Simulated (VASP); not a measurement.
Wanted: the native input for a VASP 6.6.1 run.

```yaml
Task: single point
Functional: PBEsol
Potentials_or_basis: VASP PAW PBE potentials, release 64 (Si)
Cutoff: 520 eV
k_mesh: 8 × 8 × 8
Occupations: gaussian, width 0.01 eV
Spin: no spin polarisation
Dipole_correction: no
Further_INCAR_settings: ALGO = Normal; EDIFF = 1e-07; NBANDS = 11
```

The structure of Si lies in POSCAR:

```
Si
1.0
    0.0000000000      2.7769270000      2.7769270000
    2.7769270000      0.0000000000      2.7769270000
    2.7769270000      2.7769270000      0.0000000000
Si
2
Direct
    0.0000000000      0.0000000000      0.0000000000
    0.2500000000      0.2500000000      0.2500000000
```

The input as run:

INCAR

```
SYSTEM = Si
  ALGO = Normal
  EDIFF = 1E-7
  ENCUT = 520
  GGA = PS
  ISIF = 2
  ISMEAR = 0
  LASPH = .True.
  LCHARG = .False.
  LREAL = .False.
  LWAVE = .False.
  NBANDS = 11
  NELM = 80
  PREC = Accurate
  SIGMA = 0.01
```

KPOINTS

```
k-points
0
Gamma
  8 8 8
  0 0 0
```

Potentials or basis: VASP PAW PBE potentials, release 64 (Si).

Run with:

```sh
$ cat potpaw_PBE.64/Si/POTCAR > POTCAR
$ mpirun -np 1 vasp_std > vasp.out
```

Results of the run:

```
Pressure               : -5.3 GPa
Band gap on the k mesh : 0.61 eV, indirect (least direct gap 2.37 eV)
```

Caveat: the PAW data sets were made with another functional, which shifts forces and pressure a little.

Wall time 7.8 s on 1 thread of AMD EPYC 9R45 96-Core Processor (Zen 5) (shared host), peak memory 0.13 GiB.
